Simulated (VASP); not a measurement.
Wanted: the native input for a VASP 6.6.1 run.

```yaml
Task: relaxation of cell and atoms
Functional: r2SCAN
Potentials_or_basis: VASP PAW PBE potentials, release 64 (Nb_sv, P)
Cutoff: 600 eV
k_mesh: 4 × 4 × 4
Occupations: gaussian, width 0.1 eV
Spin: no spin polarisation
Dipole_correction: no
Further_INCAR_settings: ALGO = Normal; EDIFF = 1e-06; IBRION = 2; EDIFFG = -0.04; NSW = 90; ISIF = 3
```

Crystal: NbP2.

```
CELL_PARAMETERS angstrom
0.00000 3.65629 3.65629
3.65629 0.00000 3.65629
3.65629 3.65629 0.00000
ATOMIC_POSITIONS crystal
Nb 0.00000 0.00000 0.00000
Nb 0.25000 0.25000 0.25000
P 0.62500 0.62500 0.62500
P 0.12500 0.62500 0.62500
P 0.62500 0.62500 0.12500
P 0.62500 0.12500 0.62500
```

These files were run (other wordings do the same):

POSCAR

```
NbP2
1.0
    0.0000000000      3.6562883452      3.6562883452
    3.6562883452      0.0000000000      3.6562883452
    3.6562883452      3.6562883452      0.0000000000
Nb P
2 4
Direct
    0.0000000000      0.0000000000      0.0000000000
    0.2500000000      0.2500000000      0.2500000000
    0.6250000000      0.6250000000      0.6250000000
    0.1250000000      0.6250000000      0.6250000000
    0.6250000000      0.6250000000      0.1250000000
    0.6250000000      0.1250000000      0.6250000000
```

INCAR.step1

```
  PREC = Accurate
  ENCUT = 600
  ISMEAR = 0
  SIGMA = 0.1
  LREAL = False
  LASPH = True
  NELM = 100
  GGA = PE
  ALGO = Normal
  EDIFF = 1E-4
  LWAVE = True
  LCHARG = False
```

INCAR.step2

```
  PREC = Accurate
  ENCUT = 600
  EDIFF = 1E-6
  ISMEAR = 0
  SIGMA = 0.1
  LREAL = False
  LASPH = True
  NELM = 100
  ALGO = Normal
  ISIF = 3
  LWAVE = False
  LCHARG = False
  METAGGA = R2SCAN
  LMIXTAU = True
  IBRION = 2
  NSW = 90
  EDIFFG = -0.04
  ISTART = 1
```

KPOINTS

```
Automatic mesh
0
Gamma
  4 4 4
```

Potentials or basis: VASP PAW PBE potentials, release 64 (Nb_sv, P).

Run with:

```sh
$ cat potpaw_PBE.64/Nb_sv/POTCAR potpaw_PBE.64/P/POTCAR > POTCAR
$ cp INCAR.step1 INCAR
$ mpirun -np 1 vasp_std > vasp.out
$ cp INCAR.step2 INCAR
$ mpirun -np 1 vasp_std > vasp.out
```

It gave:

* Relaxed volume: 14.43 Å³/atom
* Relaxed cell: a = 4.965 Å, b = 4.965 Å, c = 4.965 Å, α = 60.00°, β = 60.00°, γ = 60.00°
* Space group after relaxing (to 0.1 Å): Fd-3m (No. 227)
* Energy gained by relaxing: 84.2 meV/atom
* Ionic steps: 3
* Pressure after relaxing: -0.1 GPa
* Band gap on the k mesh: zero (bands 23 and 24 overlap by 2.17 eV)

Caveat: the k points lie up to 0.39 Å⁻¹ apart in the final cell, too coarse for converged energies and pressures of a metal; the PAW data sets were made with another functional, which shifts forces and pressure a little.

Run time: 4 min on 1 thread of Intel(R) Xeon(R) 6975P-C (Granite Rapids) (shared host), peak memory 0.29 GiB.
